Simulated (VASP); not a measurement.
GaSb: single point with LDA

Crystal: GaSb.

```
Ga Sb
1.0
     0.00000    3.02507    3.02507
     3.02507    0.00000    3.02507
     3.02507    3.02507    0.00000
Ga Sb
1 1
Direct
  0.00000 0.00000 0.00000
  0.75000 0.75000 0.75000
```

```json
{
 "Program": "VASP 6.6.1",
 "Task": "single point",
 "Functional": "LDA",
 "Potentials or basis": "VASP PAW LDA potentials, release 64 (Ga_d, Sb_d_GW)",
 "Cutoff": "500 eV",
 "k mesh": "12 × 12 × 12",
 "Occupations": "gaussian, width 0.1 eV",
 "Spin": "no spin polarisation"
}
```

| Quantity | Value |
| --- | --- |
| Pressure | 0.0 GPa |

Levels at points of the mesh, in eV from the Fermi level:
| k point | band 12 | band 13 | band 14 | band 15 | band 16 | band 17 |
| --- | --- | --- | --- | --- | --- | --- |
| (0.00, 0.00, 0.00) | -0.09 | -0.09 | -0.09 | 0.02 | 2.68 | 2.68 |
| (0.50, 0.00, 0.00) | -6.65 | -1.29 | -1.29 | 0.29 | 3.66 | 3.66 |
| (0.50, 0.50, 0.00) | -7.07 | -2.77 | -2.77 | 0.72 | 1.03 | 8.77 |

Run time: 27 s on 1 thread of Intel(R) Xeon(R) 6975P-C (Granite Rapids) (shared host), peak memory 0.22 GiB.

Caveat: spin-orbit coupling is left out, which moves the levels of the heavy elements.
